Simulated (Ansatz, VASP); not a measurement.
CuAu in VASP and in Ansatz

```
Cu Au
1.0
     5.19040    0.00000    0.00000
    -2.59520    4.49502    0.00000
     0.00000    0.00000    4.37800
Cu Au
3 3
Direct
  0.50000 0.00000 0.00000
  0.50000 0.50000 0.00000
  0.00000 0.50000 0.00000
  0.00000 0.00000 0.00000
  0.33333 0.66667 0.50000
  0.66667 0.33333 0.50000
```

Alike in both runs: functional PBE; k mesh 12 × 12 × 8; occupations gaussian, width 0.1 eV; no spin polarisation.

Ansatz relaxed the structure, and its values are those at the end. VASP's run is a single point on that final structure, the one shown.

|  | VASP | Ansatz |
| --- | --- | --- |
| version | VASP 6.6.1 | Ansatz 0.2.0 |
| potentials or method | VASP PAW PBE potentials, release 64 (Cu, Au), cutoff 520 eV | scalar-relativistic, plane waves, PAW |
| valence electrons in the cell | 66 | 114 |

|  | VASP | Ansatz | Ansatz less VASP |
| --- | --- | --- | --- |
| gap on the k mesh at the Fermi level (eV) | none | none | - |
| pressure (GPa) | 0.1 | 0.0 | -0.11 |

A gap of «none» marks a metal or a gap that the smearing closes. With one functional, cell and mesh, what is left measures potentials, basis and numerics. VASP's potentials hold 66 valence electrons a cell and Ansatz's 114, so a difference there can come from the potentials and not from the codes.

Neither program's run includes spin-orbit coupling.
